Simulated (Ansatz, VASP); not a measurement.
# GaAgP: VASP beside Ansatz

INCAR

```
ALGO = Normal
EDIFF = 1E-6
ENCUT = 520
GGA = PE
ISIF = 2
ISMEAR = 0
LASPH = T
LCHARG = T
LELF = T
LREAL = F
LVHAR = T
LWAVE = F
NBANDS = 38
NELM = 100
PREC = Accurate
SIGMA = 0.1
```

File KPOINTS:

```
k-points
0
Gamma
  8 8 8
```

File POSCAR:

```
GaAgP
1.0
    4.5589632025      0.0000000000      0.0000000000
    0.0000000000      4.5589632025      0.0000000000
    0.0000000000      0.0000000000      5.5984860381
Ga Ag P
2 2 2
Direct
    0.5000000000      0.5000000000      0.5000000000
    0.0000000000      0.0000000000      0.5000000000
    0.0000000000      0.0000000000      0.0000000000
    0.5000000000      0.5000000000      0.0000000000
    0.5000000000      0.0000000000      0.7147211977
    0.0000000000      0.5000000000      0.2852788023
```

Input for Ansatz:

```yaml
crystal:
  lattice:
    - [4.5589632025, 0.0, 0.0]
    - [0.0, 4.5589632025, 0.0]
    - [0.0, 0.0, 5.5984860381]
  atoms:
    - { symbol: Ga, position: [0.5, 0.5, 0.5] }
    - { symbol: Ga, position: [0.0, 0.0, 0.5] }
    - { symbol: Ag, position: [0.0, 0.0, 0.0] }
    - { symbol: Ag, position: [0.5, 0.5, 0.0] }
    - { symbol: P, position: [0.5, 0.0, 0.7147211977] }
    - { symbol: P, position: [0.0, 0.5, 0.2852788023] }
basis:
  ecutwfc: 420
kpoints:
  mp_grid: { grid: [8, 8, 8] }
  band_path:
    path:
      - [[0.0, 0.0, 0.0], [0.0, 0.5, 0.0], [0.5, 0.5, 0.0], [0.0, 0.0, 0.0], [0.0, 0.0, 0.5], [0.0, 0.5, 0.5], [0.5, 0.5, 0.5], [0.0, 0.0, 0.5]]
      - [[0.0, 0.5, 0.0], [0.0, 0.5, 0.5]]
      - [[0.5, 0.5, 0.0], [0.5, 0.5, 0.5]]
    npoints: 14
hamiltonian:
  xc: pbe
scf:
  occupations: { method: gaussian, width: 0.1 }
  n_extra_bands: 15
output:
  forces: true
  stress: true
  eigenvalues: true
  populations: true
  dos: { projected: true, de: 0.02, nscf_kmesh: { grid: [10, 10, 10] } }
  bader: true
```

Alike in both runs: task single point; functional PBE; k mesh 8 × 8 × 8; occupations gaussian, width 0.1 eV; no spin polarisation.

|  | VASP | Ansatz |
| --- | --- | --- |
| version | VASP 6.6.1 | Ansatz 0.2.0 |
| potentials or method | VASP PAW PBE potentials, release 64 (Ga_d, Ag, P), cutoff 520 eV | scalar-relativistic, plane waves, PAW |
| valence electrons in the cell | 58 | 74 |

```tsv
	VASP	Ansatz	Ansatz less VASP
gap on the k mesh at the Fermi level (eV)	none	none	-
pressure (GPa)	0.0	0.0	-0.01
```

A gap of «none» marks a metal or a gap that the smearing closes. With one functional, cell and mesh, what is left measures potentials, basis and numerics. VASP's potentials hold 58 valence electrons a cell and Ansatz's 74, so a difference there can come from the potentials and not from the codes.
